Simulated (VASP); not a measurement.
# K3Ag (P4/mmm) in VASP: further runs

Runs on K3Ag. Level: LDA. Tasks: single point.

Everything below comes from runs of VASP 6.6.1. Logs are shortened: lines on timing, memory, paths and dates and some standing lists are left out, and cuts for length are marked.

### 1 The cell of the first run

The structure is tetragonal, space group P4/mmm (No. 123). Conventional cell: a = 5.489 Å, b = 5.489 Å, c = 6.402 Å, α = 90.00°, β = 90.00°, γ = 90.00°. K (site symmetry mmm) has 8 K at 3.88 to 4.22 Å and 4 Ag at 4.22 Å within 5.1 Å. K (site symmetry 4/mmm) has 4 Ag at 3.88 Å and 8 K at 4.22 Å within 5.1 Å. Within 5.1 Å of Ag (site symmetry 4/mmm) lie 12 K at 3.88 to 4.22 Å.

### 2 Single point, LDA

The input, INCAR:

```
SYSTEM = K3Ag
PREC = Accurate
ENCUT = 520
EDIFF = 1E-7
ISMEAR = 1
SIGMA = 0.15
LREAL = .False.
LASPH = .True.
NELM = 60
ALGO = Normal
ISIF = 2
LWAVE = .False.
LCHARG = .True.
LELF = .True.
LVHAR = .True.
NBANDS = 27
```

The input, KPOINTS:

```
Automatic mesh
0
Gamma
  6 6 6
  0 0 0
```

The input, POSCAR:

```
K3Ag
1.0
    5.4888644000      0.0000000000      0.0000000000
    0.0000000000      5.4888644000      0.0000000000
    0.0000000000      0.0000000000      6.4019412742
K Ag
3 1
Direct
    0.5000000000      0.0000000000      0.0000000000
    0.0000000000      0.5000000000      0.0000000000
    0.0000000000      0.0000000000      0.5000000000
    0.5000000000      0.5000000000      0.5000000000
```

Potentials or basis: VASP PAW LDA potentials, release 64 (K_sv, Ag).

Started as:

```
$ cat potpaw_LDA.64/K_sv/POTCAR potpaw_LDA.64/Ag/POTCAR > POTCAR
$ mpirun -np 1 vasp_std > vasp.out
```

OUTCAR:

```text
SYSTEM = K3Ag
   PREC = Accurate
   ENCUT = 520
   EDIFF = 1E-7
   ISMEAR = 1
   LREAL = .False.
   LASPH = .True.
   NELM = 60
   ISIF = 2

 ion  position               nearest neighbor table
   1  0.500  0.000  0.000-
   2  0.000  0.500  0.000-
   3  0.000  0.000  0.500-
   4  0.500  0.500  0.500-

  LATTYP: Found a simple tetragonal cell.
 ALAT       =     5.4888644000
 C/A-ratio  =     1.1663507800

  Lattice vectors:

 A1 = (   5.4888644000,   0.0000000000,   0.0000000000)
 A2 = (   0.0000000000,   5.4888644000,   0.0000000000)
 A3 = (   0.0000000000,   0.0000000000,   6.4019412742)

Analysis of symmetry for initial positions (statically):
=====================================================================
 Subroutine PRICEL returns:
 Original cell was already a primitive cell.

 Routine SETGRP: Setting up the symmetry group for a
 simple tetragonal supercell.

 Subroutine GETGRP returns: Found 16 space group operations
 (whereof 16 operations were pure point group operations)
 out of a pool of 16 trial point group operations.

The static configuration has the point symmetry D_4h.

Analysis of symmetry for dynamics (positions and initial velocities):
=====================================================================
 Subroutine PRICEL returns:
 Original cell was already a primitive cell.

 Routine SETGRP: Setting up the symmetry group for a
 simple tetragonal supercell.

 Subroutine GETGRP returns: Found 16 space group operations
 (whereof 16 operations were pure point group operations)
 out of a pool of 16 trial point group operations.

The dynamic configuration has the point symmetry D_4h.

 Subroutine INISYM returns: Found 16 space group operations
 (whereof 16 operations are pure point group operations),
 and found     1 'primitive' translations

----------------------------------------------------------------------------------------

                                     Primitive cell

  volume of cell :     192.8753

  direct lattice vectors                    reciprocal lattice vectors
     5.488864400  0.000000000  0.000000000     0.182187048  0.000000000  0.000000000
     0.000000000  5.488864400  0.000000000     0.000000000  0.182187048  0.000000000
     0.000000000  0.000000000  6.401941274     0.000000000  0.000000000  0.156202620

[... 85 lines left out ...]
   ENCUT  =  520.0 eV  38.22 Ry    6.18 a.u.  10.21 10.21 11.90*2*pi/ulx,y,z
   NELM   =     60;   NELMIN=  2; NELMDL= -5     # of ELM steps
   EDIFF  = 0.1E-06   stopping-criterion for ELM
   LREAL  =      F    real-space projection
   EDIFFG = 0.1E-05   stopping-criterion for IOM
   NSW    =      0    number of steps for IOM
   IBRION =     -1    ionic relax: 0-MD 1-quasi-New 2-CG
   NFREE  =      0    steps in history (QN), initial steepest desc. (CG)
   ISIF   =      2    stress and relaxation
   ISYM   =      2    0-nonsym 1-usesym 2-fastsym
   POTIM  = 0.5000    time-step for ionic-motion
   TEBEG  =    0.0;   TEEND  =   0.0 temperature during run
   PSTRESS=    0.0 pullay stress
   NELECT =      38.0000    total number of electrons
   NUPDOWN=      -1.0000    fix difference up-down
   EMIN   =  10.00;   EMAX   =-10.00  energy-range for DOS
   EFERMI =   0.00;   METHOD = LEGACY
   ISMEAR =     1;   SIGMA  =   0.15  broadening in eV -4-tet -1-fermi 0-gaus
   EFERMI_NEDOS =   21; number of points for ismear=-14 and -15
   IALGO  =     38    algorithm
   IMIX   =      4    mixing-type and parameters
     AMIX     =   0.40;   BMIX     =  1.00
     AMIX_MAG =   1.60;   BMIX_MAG =  1.00
  volume/ion in A,a.u.               =      48.22       325.40
  Fermi-wavevector in a.u.,A,eV,Ry     =   0.952600  1.800153 12.346556  0.907446
  Thomas-Fermi vector in A             =   2.081178
   LORBIT       =      0    0 simple, 1 ext, 2 COOP (PROOUT), +10 PAW based schemes
   GGA     = CA    functional components
   LHFCALC =     F    Hartree Fock is set to
   AEXX    =    0.0000 exact exchange contribution
   IVDW    =     0    specifies the selected vdW correction
   LEPSILON=     F    determine dielectric tensor
   LRPA    =     F    only Hartree local field effects (RPA)
 non-spin polarized calculation
 Methfessel and Paxton  Order N= 1 SIGMA  =   0.15
  energy-cutoff  :      520.00
  volume of cell :      192.88
 maximum number of plane-waves:      5272
 NGX is ok and might be reduce to    42
   NGX = 21   NGY = 21   NGZ = 23

 number of electron      38.0000000 magnetization

 Free energy of the ion-electron system (eV)
  ---------------------------------------------------
  ext. energy  EPLUGINS =         0.00000000
  ---------------------------------------------------
  free energy    TOTEN  =        -6.38947689 eV

  energy without entropy =       -6.39007791  energy(sigma->0) =       -6.38967723

 E-fermi :   0.6434     XC(G=0):  -7.1177

 val. band max:        0.6240952657   @ k =   0.5000   0.0000   0.3333
 cond. band min:       0.6512469665   @ k =   0.5000   0.5000   0.0000
 fundamental gap:      0.0271517008
 Fermi energy:         0.6434270396

 k-point     1 :       0.0000    0.0000    0.0000
  band No.  band energies     occupation
      1     -31.0365      2.00000
      2     -31.0032      2.00000
      3     -30.7482      2.00000
      4     -14.8628      2.00000
      5     -14.8628      2.00000
      6     -14.7692      2.00000
[... 709 lines left out ...]
     26       4.4107      0.00000
     27       4.4285      0.00000

 [... further k-points ...]

------------------------ aborting loop because EDIFF is reached ----------------------------------------

  FORCE on cell =-STRESS in cart. coord.  units (eV):
  Direction    XX          YY          ZZ          XY          YZ          ZX
  --------------------------------------------------------------------------------------
  -------------------------------------------------------------------------------------
  Total       -0.9723596     -0.9723596     -1.8995595      0.0000000      0.0000000     -0.0000000
  in kB       -8.0771991     -8.0771991    -15.7792658      0.0000000      0.0000000     -0.0000000
  external PRESSURE =     -10.6445547 kB  Pullay stress =       0.0000000 kB

 VOLUME and BASIS-vectors are now :
 -----------------------------------------------------------------------------
  energy-cutoff  :      520.00
  volume of cell :      192.88
      direct lattice vectors                 reciprocal lattice vectors
     5.488864400  0.000000000  0.000000000     0.182187048  0.000000000  0.000000000
     0.000000000  5.488864400  0.000000000     0.000000000  0.182187048  0.000000000
     0.000000000  0.000000000  6.401941274     0.000000000  0.000000000  0.156202620

 POSITION                                       TOTAL-FORCE (eV/Angst)
 -----------------------------------------------------------------------------------
      2.74443      0.00000      0.00000         0.000000      0.000000      0.000000
      0.00000      2.74443      0.00000         0.000000      0.000000      0.000000
      0.00000      0.00000      3.20097         0.000000      0.000000      0.000000
      2.74443      2.74443      3.20097         0.000000      0.000000      0.000000
 -----------------------------------------------------------------------------------
    total drift:                                0.000000      0.000000     -0.000000

  FREE ENERGIE OF THE ION-ELECTRON SYSTEM (eV)
  ---------------------------------------------------
  free  energy   TOTEN  =        -6.3894768896 eV

  energy  without entropy=       -6.3900779145  energy(sigma->0) =       -6.38967723
```

OSZICAR:

```text
N       E                     dE             d eps       ncg     rms          rms(c)
DAV:   1     0.272343348293E+03    0.27234E+03   -0.16774E+04  2160   0.120E+03
DAV:   2     0.142685681026E+02   -0.25807E+03   -0.25150E+03  2303   0.356E+02
DAV:   3    -0.564610627742E+01   -0.19915E+02   -0.19788E+02  3405   0.765E+01
DAV:   4    -0.649197401090E+01   -0.84587E+00   -0.84191E+00  3073   0.148E+01
DAV:   5    -0.653949438245E+01   -0.47520E-01   -0.47504E-01  3394   0.265E+00    0.436E+00
DAV:   6    -0.642823149312E+01    0.11126E+00   -0.21016E-01  2557   0.222E+00    0.285E+00
DAV:   7    -0.638956560164E+01    0.38666E-01   -0.13112E-01  2928   0.108E+00    0.124E+00
DAV:   8    -0.638995604096E+01   -0.39044E-03   -0.19883E-02  2793   0.541E-01    0.258E-01
DAV:   9    -0.638944399382E+01    0.51205E-03   -0.56548E-03  2404   0.279E-01    0.672E-02
DAV:  10    -0.638947245355E+01   -0.28460E-04   -0.21525E-04  3510   0.673E-02    0.265E-02
DAV:  11    -0.638947625783E+01   -0.38043E-05   -0.18613E-05  2810   0.185E-02    0.536E-03
DAV:  12    -0.638947684813E+01   -0.59030E-06   -0.17400E-06  3071   0.657E-03    0.340E-03
DAV:  13    -0.638947688962E+01   -0.41490E-07   -0.11377E-07  1877   0.156E-03
   1 F= -.63894769E+01 E0= -.63896772E+01  d E =0.601025E-03
```

It took 98 s on 1 thread of Intel Xeon 6975P-C (Granite Rapids), shared host; peak memory 0.34 GiB.

What came out:

| Item | Value |
| --- | --- |
| Free energy | -6.3895 eV |
| Pressure | -1.1 GPa |
| Band gap on the k mesh | zero (bands 19 and 20 overlap by 1.14 eV) |

Stress tensor (GPa, compression positive):
```
-0.81  0.00  0.00
 0.00 -0.81  0.00
 0.00  0.00 -1.58
```

(Part 1 of 2 ends here.)
